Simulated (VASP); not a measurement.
# YSe (R-3m) in VASP: further runs

YSe is run at these levels: LDA; tasks: electric field gradients.

All numbers are computed with VASP 6.6.1; they aren't measurements. Logs are shortened: lines on timing, memory, paths and dates and some standing lists are left out, and cuts for length are marked.

**1. The cell of the first run**

The structure is trigonal, space group R-3m (No. 166). Conventional cell: a = 4.086 Å, b = 4.086 Å, c = 9.860 Å, α = 90.00°, β = 90.00°, γ = 120.00°. Y (site symmetry -3m) has 6 Se at 2.88 Å within 3.8 Å. Within 3.8 Å of Se (site symmetry -3m) lie 6 Y at 2.88 Å.

**2. Electric field gradients, LDA (equal xy, yz and zx shear strains of -1 %)**

INCAR

```
PREC = Accurate
ENCUT = 520
EDIFF = 1E-8
ISMEAR = -1
SIGMA = 0.03
LREAL = False
LASPH = True
NELM = 60
ALGO = Normal
ISIF = 2
LWAVE = False
LCHARG = False
GGA = CA
LEFG = True
NBANDS = 16
```

KPOINTS

```
Automatic mesh
0
Gamma
  7 7 7
```

POSCAR

```
YSe
1.0
   -0.0287500000      2.8606250000      2.8606250000
    2.8606250000     -0.0287500000      2.8606250000
    2.8606250000      2.8606250000     -0.0287500000
Y Se
1 1
Direct
    0.0000000000      0.0000000000      0.0000000000
    0.5000000000      0.5000000000      0.5000000000
```

Potentials or basis: VASP PAW LDA potentials, release 64 (Y_sv, Se).

The run is started by

```
> cat potpaw_LDA.64/Y_sv/POTCAR potpaw_LDA.64/Se/POTCAR > POTCAR
> mpirun -np 1 vasp_std > vasp.out
```

OUTCAR:

```text
PREC = Accurate
   ENCUT = 520
   EDIFF = 1E-8
   ISMEAR = -1
   LREAL = False
   LASPH = True
   NELM = 60
   ISIF = 2
   GGA = CA

 ion  position               nearest neighbor table
   1  0.000  0.000  0.000-   2 2.88   2 2.88   2 2.88   2 2.88   2 2.88   2 2.88
   2  0.500  0.500  0.500-   1 2.88   1 2.88   1 2.88   1 2.88   1 2.88   1 2.88

  LATTYP: Found a trigonal (rhomboedric) cell.
 ALAT       =     4.0456368280
 COS(alpha) =     0.4899250057

  Lattice vectors:

 A1 = (  -0.0287500000,   2.8606250000,   2.8606250000)
 A2 = (   2.8606250000,  -0.0287500000,   2.8606250000)
 A3 = (   2.8606250000,   2.8606250000,  -0.0287500000)

Analysis of symmetry for initial positions (statically):
=====================================================================
 Subroutine PRICEL returns:
 Original cell was already a primitive cell.

 Routine SETGRP: Setting up the symmetry group for a
 trigonal (rhombohedral) supercell.

 Subroutine GETGRP returns: Found 12 space group operations
 (whereof 12 operations were pure point group operations)
 out of a pool of 12 trial point group operations.

The static configuration has the point symmetry D_3d.

Analysis of symmetry for dynamics (positions and initial velocities):
=====================================================================
 Subroutine PRICEL returns:
 Original cell was already a primitive cell.

 Routine SETGRP: Setting up the symmetry group for a
 trigonal (rhombohedral) supercell.

 Subroutine GETGRP returns: Found 12 space group operations
 (whereof 12 operations were pure point group operations)
 out of a pool of 12 trial point group operations.

The dynamic configuration has the point symmetry D_3d.

 Subroutine INISYM returns: Found 12 space group operations
 (whereof 12 operations are pure point group operations),
 and found     1 'primitive' translations

----------------------------------------------------------------------------------------

                                     Primitive cell

  volume of cell :      47.5238

  direct lattice vectors                    reciprocal lattice vectors
    -0.028750000  2.860625000  2.860625000    -0.172173826  0.173921783  0.173921783
     2.860625000 -0.028750000  2.860625000     0.173921783 -0.172173826  0.173921783
     2.860625000  2.860625000 -0.028750000     0.173921783  0.173921783 -0.172173826

  length of vectors
     4.045636828  4.045636828  4.045636828     0.300235574  0.300235574  0.300235574

  position of ions in fractional coordinates (direct lattice)
     0.000000000  0.000000000  0.000000000
     0.500000000  0.500000000  0.500000000

  ion indices of the primitive-cell ions
   primitive index   ion index
                 1           1
                 2           2

----------------------------------------------------------------------------------------

 KPOINTS: Automatic mesh

Automatic generation of k-mesh.
 Grid dimensions read from file:
 generate k-points for:    7    7    7

 Generating k-lattice:

  Cartesian coordinates                     Fractional coordinates (reciprocal lattice)
    -0.024596261  0.024845969  0.024845969     0.142857143  0.000000000  0.000000000
     0.024845969 -0.024596261  0.024845969     0.000000000  0.142857143  0.000000000
     0.024845969  0.024845969 -0.024596261     0.000000000  0.000000000  0.142857143

  Length of vectors
     0.042890796  0.042890796  0.042890796

  Shift w.r.t. Gamma in fractional coordinates (k-lattice)
     0.000000000  0.000000000  0.000000000

 Subroutine IBZKPT returns following result:
 ===========================================

 Found     44 irreducible k-points:

 Following reciprocal coordinates:
            Coordinates               Weight
  0.000000  0.000000  0.000000      1.000000
  0.142857  0.000000 -0.000000      6.000000
  0.285714  0.000000  0.000000      6.000000
  0.428571 -0.000000 -0.000000      6.000000
  0.142857  0.142857  0.000000      6.000000
  0.285714  0.142857 -0.000000     12.000000
[... 16 lines left out ...]
  0.285714  0.285714  0.142857      6.000000
  0.428571  0.285714  0.142857     12.000000
 [... further k-points ...]
   k-points           NKPTS =     44   k-points in BZ     NKDIM =     44   number of bands    NBANDS=     16
   number of dos      NEDOS =    301   number of ions     NIONS =      2
   total plane-waves  NPLWV =  27000
   dimension x,y,z NGX =    30 NGY =   30 NGZ =   30
   dimension x,y,z NGXF=    60 NGYF=   60 NGZF=   60
   ions per type =               1   1
   NGX,Y,Z   is equivalent  to a cutoff of  12.33, 12.33, 12.33 a.u.
   NGXF,Y,Z  is equivalent  to a cutoff of  24.66, 24.66, 24.66 a.u.
 SYSTEM =  unknown system
   PREC   = accura    normal or accurate (medium, high low for compatibility)
   ISTART =      0    job   : 0-new  1-cont  2-samecut
   ICHARG =      2    charge: 1-file 2-atom 10-const
   ISPIN  =      1    spin polarized calculation?
   LNONCOLLINEAR =      F non collinear calculations
   LSORBIT =      F    spin-orbit coupling
   LASPH  =      T    aspherical Exc in radial PAW
   ENCUT  =  520.0 eV  38.22 Ry    6.18 a.u.   7.52  7.52  7.52*2*pi/ulx,y,z
   NELM   =     60;   NELMIN=  2; NELMDL= -5     # of ELM steps
   EDIFF  = 0.1E-07   stopping-criterion for ELM
   LREAL  =      F    real-space projection
   EDIFFG = 0.1E-06   stopping-criterion for IOM
   NSW    =      0    number of steps for IOM
   IBRION =     -1    ionic relax: 0-MD 1-quasi-New 2-CG
   NFREE  =      0    steps in history (QN), initial steepest desc. (CG)
   ISIF   =      2    stress and relaxation
   ISYM   =      2    0-nonsym 1-usesym 2-fastsym
   POTIM  = 0.5000    time-step for ionic-motion
   TEBEG  =    0.0;   TEEND  =   0.0 temperature during run
   PSTRESS=    0.0 pullay stress
   NELECT =      17.0000    total number of electrons
   NUPDOWN=      -1.0000    fix difference up-down
   EMIN   =  10.00;   EMAX   =-10.00  energy-range for DOS
   EFERMI =   0.00;   METHOD = LEGACY
   ISMEAR =    -1;   SIGMA  =   0.03  broadening in eV -4-tet -1-fermi 0-gaus
   EFERMI_NEDOS =   21; number of points for ismear=-14 and -15
   IALGO  =     38    algorithm
   IMIX   =      4    mixing-type and parameters
     AMIX     =   0.40;   BMIX     =  1.00
     AMIX_MAG =   1.60;   BMIX_MAG =  1.00
  volume/ion in A,a.u.               =      23.76       160.35
  Fermi-wavevector in a.u.,A,eV,Ry     =   1.162129  2.196105 18.375251  1.350543
  Thomas-Fermi vector in A             =   2.298693
   LORBIT       =      0    0 simple, 1 ext, 2 COOP (PROOUT), +10 PAW based schemes
   GGA     = CA    functional components
   LHFCALC =     F    Hartree Fock is set to
   AEXX    =    0.0000 exact exchange contribution
   IVDW    =     0    specifies the selected vdW correction
   LEPSILON=     F    determine dielectric tensor
   LRPA    =     F    only Hartree local field effects (RPA)
 non-spin polarized calculation
  energy-cutoff  :      520.00
  volume of cell :       47.52
 maximum number of plane-waves:      1302
 NGX is ok and might be reduce to    30
   NGX = 15   NGY = 15   NGZ = 15

 number of electron      16.9999998 magnetization

 Free energy of the ion-electron system (eV)
  ---------------------------------------------------
  ext. energy  EPLUGINS =         0.00000000
  ---------------------------------------------------
  free energy    TOTEN  =       -14.89526682 eV

  energy without entropy =      -14.89194128  energy(sigma->0) =      -14.89360405

 E-fermi :   5.9609     XC(G=0): -10.4148

 val. band max:        5.9494123913   @ k =   0.1429   0.1429   0.1429
 cond. band min:       5.9948587677   @ k =   0.4286   0.4286   0.2857
 fundamental gap:      0.0454463764
 Fermi energy:         5.9609494859

 k-point     1 :       0.0000    0.0000    0.0000
  band No.  band energies     occupation
      1     -37.5478      2.00000
      2     -17.6381      2.00000
      3     -17.6381      2.00000
      4     -17.6324      2.00000
      5      -9.2437      2.00000
      6       2.8695      2.00000
[... 8 lines left out ...]
     15      12.0888      0.00000
     16      17.8548      0.00000

 k-point     2 :       0.1429    0.0000   -0.0000
  band No.  band energies     occupation
      1     -37.5448      2.00000
      2     -17.6928      2.00000
      3     -17.6410      2.00000
      4     -17.6366      2.00000
      5      -9.0648      2.00000
      6       1.7488      2.00000
[... 8 lines left out ...]
     15      12.8113      0.00000
     16      15.8429      0.00000
[... 387 lines left out ...]
      5      -8.7305      2.00000
      6       0.3910      2.00000
[... 8 lines left out ...]
     15      13.2582      0.00000
     16      14.1784      0.00000

 k-point    24 :       0.4286    0.2857    0.1429
  band No.  band energies     occupation
      1     -37.5329      2.00000
      2     -17.8159      2.00000
      3     -17.7044      2.00000
      4     -17.6658      2.00000
      5      -8.5338      2.00000
      6      -0.0184      2.00000
[... 8 lines left out ...]
     15      12.2595      0.00000
     16      13.4832      0.00000

 [... further k-points ...]
[... 5 lines left out ...]
  --------------------------------------------------------------------------------------
  -------------------------------------------------------------------------------------
  Total       -1.3350041     -1.3350041     -1.3350041      0.0167150      0.0167150      0.0167150
  in kB      -45.0072332    -45.0072332    -45.0072332      0.5635148      0.5635148      0.5635148
  external PRESSURE =     -45.0072332 kB  Pullay stress =       0.0000000 kB

 VOLUME and BASIS-vectors are now :
 -----------------------------------------------------------------------------
  energy-cutoff  :      520.00
  volume of cell :       47.52
      direct lattice vectors                 reciprocal lattice vectors
    -0.028750000  2.860625000  2.860625000    -0.172173826  0.173921783  0.173921783
     2.860625000 -0.028750000  2.860625000     0.173921783 -0.172173826  0.173921783
     2.860625000  2.860625000 -0.028750000     0.173921783  0.173921783 -0.172173826

 POSITION                                       TOTAL-FORCE (eV/Angst)
 -----------------------------------------------------------------------------------
      0.00000      0.00000      0.00000        -0.000000      0.000000     -0.000000
      2.84625      2.84625      2.84625         0.000000     -0.000000      0.000000
 -----------------------------------------------------------------------------------
    total drift:                               -0.000000      0.000000      0.000000

  FREE ENERGIE OF THE ION-ELECTRON SYSTEM (eV)
  ---------------------------------------------------
  free  energy   TOTEN  =       -14.8952668160 eV

  energy  without entropy=      -14.8919412764  energy(sigma->0) =      -14.89360405

 Electric field gradients (V/A^2)
---------------------------------------------------------------------
 ion       V_xx      V_yy      V_zz      V_xy      V_xz      V_yz
---------------------------------------------------------------------
   1       0.000    -0.000     0.000     0.826     0.826     0.826
   2       0.000    -0.000    -0.000    -2.181    -2.181    -2.181
---------------------------------------------------------------------

 Electric field gradients after diagonalization (V/A^2)
 (convention: |V_zz| > |V_xx| > |V_yy|)
----------------------------------------------------------------------
 ion       V_xx      V_yy      V_zz     asymmetry (V_yy - V_xx)/ V_zz
----------------------------------------------------------------------
   1      -0.826    -0.826     1.651       0.000
   2       2.181     2.181    -4.363       0.000
----------------------------------------------------------------------

           NMR quadrupolar parameters

 Cq : quadrupolar parameter    Cq=e*Q*V_zz/h
 eta: asymmetry parameters     (V_yy - V_xx)/ V_zz
 Q  : nuclear electric quadrupole moment in mb (millibarn)
----------------------------------------------------------------------
 ion       Cq(MHz)       eta       Q (mb)
----------------------------------------------------------------------
   1       0.004       0.000       1.000
   2      -0.011       0.000       1.000
----------------------------------------------------------------------
```

It took 53 s on 1 thread of AMD EPYC 7R13, shared host; peak memory 0.16 GiB.

Results:

| Property | Result |
| --- | --- |
| Free energy | -14.8953 eV |
| Pressure | -4.5 GPa |

Electric field gradients, principal values (V/Å²):
```csv
atom,least,middle,greatest (by size)
1 Y,-0.826,-0.826,1.651
2 Se,2.181,2.181,-4.363
```

Caveat: the cell differs from its parent crystal (equal xy, yz and zx shear strains of -1 %); without QUAD_EFG the Cq values of the log hold for a quadrupole moment of 1 mb, not for the nuclei.

**3. Electric field gradients, LDA (equal xy, yz and zx shear strains of +1 %)**

INCAR

```
SYSTEM = YSe
ALGO = Normal ; EDIFF = 1E-8
ENCUT = 520 ; ISIF = 2
ISMEAR = -1 ; LASPH = .TRUE.
LCHARG = .FALSE. ; LEFG = .TRUE.
LREAL = .FALSE. ; LWAVE = .FALSE.
NBANDS = 16 ; NELM = 100
PREC = Accurate ; SIGMA = 0.03
```

KPOINTS

```
k-points
0
G
  7 7 7
  0 0 0
```

POSCAR

```
YSe
1.0
    0.0287500000      2.8893750000      2.8893750000
    2.8893750000      0.0287500000      2.8893750000
    2.8893750000      2.8893750000      0.0287500000
Y Se
1 1
Direct
    0.0000000000      0.0000000000      0.0000000000
    0.5000000000      0.5000000000      0.5000000000
```

Potentials or basis: VASP PAW LDA potentials, release 64 (Y_sv, Se).

The run is started by

```
> cat potpaw_LDA.64/Y_sv/POTCAR potpaw_LDA.64/Se/POTCAR > POTCAR
> mpirun -np 1 vasp_std > vasp.out
```

OUTCAR:

```text
SYSTEM = YSe
   EDIFF = 1E-8
   ENCUT = 520
   ISIF = 2
   ISMEAR = -1
   LASPH = .TRUE.
   LREAL = .FALSE.
   NELM = 100
   PREC = Accurate

 ion  position               nearest neighbor table
   1  0.000  0.000  0.000-   2 2.88   2 2.88   2 2.88   2 2.88   2 2.88   2 2.88
   2  0.500  0.500  0.500-   1 2.88   1 2.88   1 2.88   1 2.88   1 2.88   1 2.88

  LATTYP: Found a trigonal (rhomboedric) cell.
 ALAT       =     4.0862944514
 COS(alpha) =     0.5099250056

  Lattice vectors:

 A1 = (   0.0287500000,   2.8893750000,   2.8893750000)
 A2 = (   2.8893750000,   0.0287500000,   2.8893750000)
 A3 = (   2.8893750000,   2.8893750000,   0.0287500000)

Analysis of symmetry for initial positions (statically):
=====================================================================
 Subroutine PRICEL returns:
 Original cell was already a primitive cell.

 Routine SETGRP: Setting up the symmetry group for a
 trigonal (rhombohedral) supercell.

[... 643 lines left out ...]
  volume of cell :       47.52
      direct lattice vectors                 reciprocal lattice vectors
     0.028750000  2.889375000  2.889375000    -0.175652260  0.173921696  0.173921696
     2.889375000  0.028750000  2.889375000     0.173921696 -0.175652260  0.173921696
     2.889375000  2.889375000  0.028750000     0.173921696  0.173921696 -0.175652260

 POSITION                                       TOTAL-FORCE (eV/Angst)
 -----------------------------------------------------------------------------------
      0.00000      0.00000      0.00000         0.000000     -0.000000     -0.000000
      2.90375      2.90375      2.90375        -0.000000      0.000000      0.000000
 -----------------------------------------------------------------------------------
    total drift:                               -0.000000      0.000000      0.000000

  FREE ENERGIE OF THE ION-ELECTRON SYSTEM (eV)
  ---------------------------------------------------
  free  energy   TOTEN  =       -14.8954104152 eV

  energy  without entropy=      -14.8922054023  energy(sigma->0) =      -14.89380791

 Electric field gradients (V/A^2)
---------------------------------------------------------------------
 ion       V_xx      V_yy      V_zz      V_xy      V_xz      V_yz
---------------------------------------------------------------------
   1       0.000    -0.000    -0.000    -0.970    -0.970    -0.970
   2       0.000    -0.000     0.000     1.976     1.976     1.976
---------------------------------------------------------------------

 Electric field gradients after diagonalization (V/A^2)
 (convention: |V_zz| > |V_xx| > |V_yy|)
----------------------------------------------------------------------
 ion       V_xx      V_yy      V_zz     asymmetry (V_yy - V_xx)/ V_zz
----------------------------------------------------------------------
   1       0.970     0.970    -1.939       0.000
   2      -1.976    -1.976     3.952       0.000
----------------------------------------------------------------------

           NMR quadrupolar parameters

 Cq : quadrupolar parameter    Cq=e*Q*V_zz/h
 eta: asymmetry parameters     (V_yy - V_xx)/ V_zz
 Q  : nuclear electric quadrupole moment in mb (millibarn)
----------------------------------------------------------------------
 ion       Cq(MHz)       eta       Q (mb)
----------------------------------------------------------------------
   1      -0.005       0.000       1.000
   2       0.010       0.000       1.000
----------------------------------------------------------------------
```

Wall time 57 s (1 thread of AMD EPYC 7R13, shared host); peak memory 0.16 GiB.

What came out:

* Free energy: -14.8954 eV
* Pressure: -4.5 GPa

Levels at points of the mesh, in eV from the Fermi level:
```
           k point  band 6  band 7  band 8  band 9  band 10  band 11
(0.00, 0.00, 0.00)   -3.12   -3.04   -3.04   -0.42    -0.28    -0.28
```

Electric field gradients, principal values (V/Å²):
| atom | least | middle | greatest (by size) |
| --- | --- | --- | --- |
| 1 Y | 0.970 | 0.970 | -1.939 |
| 2 Se | -1.976 | -1.976 | 3.952 |

Caveat: the cell differs from its parent crystal (equal xy, yz and zx shear strains of +1 %); without QUAD_EFG the Cq values of the log hold for a quadrupole moment of 1 mb, not for the nuclei.

[end of part 1 of 2]
